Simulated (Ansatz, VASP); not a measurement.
## InSb: VASP beside Ansatz

```xyz
2
Lattice="3.0767 0.0000 0.0000 0.0000 3.0767 0.0000 0.0000 0.0000 6.2155" Properties=species:S:1:pos:R:3 pbc="T T T"
In    0.0000    0.0000    0.0000
Sb    0.0000    0.0000    3.1077
```

Alike in both runs: task single point; functional PBE; k mesh 14 × 14 × 8; occupations gaussian, width 0.1 eV; non-collinear spin, spin-orbit coupling.

```csv
,VASP,Ansatz
version,VASP 6.6.1,Ansatz 0.2.0
potentials or method,"VASP PAW PBE potentials, release 64 (In_d, Sb), cutoff 520 eV","plane waves, PAW"
valence electrons in the cell,18,28
```

|  | VASP | Ansatz | Ansatz less VASP |
| --- | --- | --- | --- |
| pressure (GPa) | 0.6 | 0.6 | -0.01 |
| traceless stress, the component that is largest in VASP (GPa) | -0.29 | -0.29 | 0.000 |
| net moment per atom (μB) | 0.00 | 0.00 | 0.000 |

VASP's potentials hold 18 valence electrons a cell and Ansatz's 28, so a difference there can come from the potentials and not from the codes.
